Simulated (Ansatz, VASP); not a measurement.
## TiO2 in VASP and in Ansatz

```
Ti O
1.0
     4.81270    0.00000    0.00000
     0.00000    4.87188    0.00000
    -0.86289    0.00000    4.96659
Ti O
4 8
Direct
  0.27744 0.05281 0.21315
  0.72256 0.55281 0.28685
  0.72256 0.94719 0.78685
  0.27744 0.44719 0.71315
  0.06384 0.17697 0.85156
  0.93616 0.67697 0.64844
  0.93616 0.82303 0.14844
  0.06384 0.32303 0.35156
  0.44536 0.75763 0.46677
  0.55464 0.25763 0.03323
  0.55464 0.24237 0.53323
  0.44536 0.74237 0.96677
```

Alike in both runs: task single point; functional PBE; k mesh 2 × 2 × 2; occupations fermi-dirac, width 0.05 eV; no spin polarisation.

|  | VASP | Ansatz |
| --- | --- | --- |
| version | VASP 6.6.1 | Ansatz 0.2.0 |
| potentials or method | VASP PAW PBE potentials, release 64 (Ti_sv, O) | Ansatz PAW |
| plane-wave cutoff (eV) | 520 | 420 |
| valence electrons in the cell | 96 | 96 |

Ansatz gave:

```
gap on the k mesh at the Fermi level (eV)                     : 2.30
least direct gap on the mesh (eV)                             : 2.36
pressure (GPa)                                                : 4.2
traceless stress, the component that is largest in VASP (GPa) : 0.29
rms of the force components (eV/Å)                            : 0.055
```

Task: Which values does VASP return?

Result: gap on the k mesh at the Fermi level (eV): 2.28; least direct gap on the mesh (eV): 2.34; pressure (GPa): 5.0; traceless stress, the component that is largest in VASP (GPa): 0.25; rms of the force components (eV/Å): 0.048.

Atom by atom the forces differ by 0.022 eV/Å (rms over components). The functional is the same, so the differences come from potentials, cutoffs and numerics.

The k mesh is coarse, so the values compare programs but aren't converged.
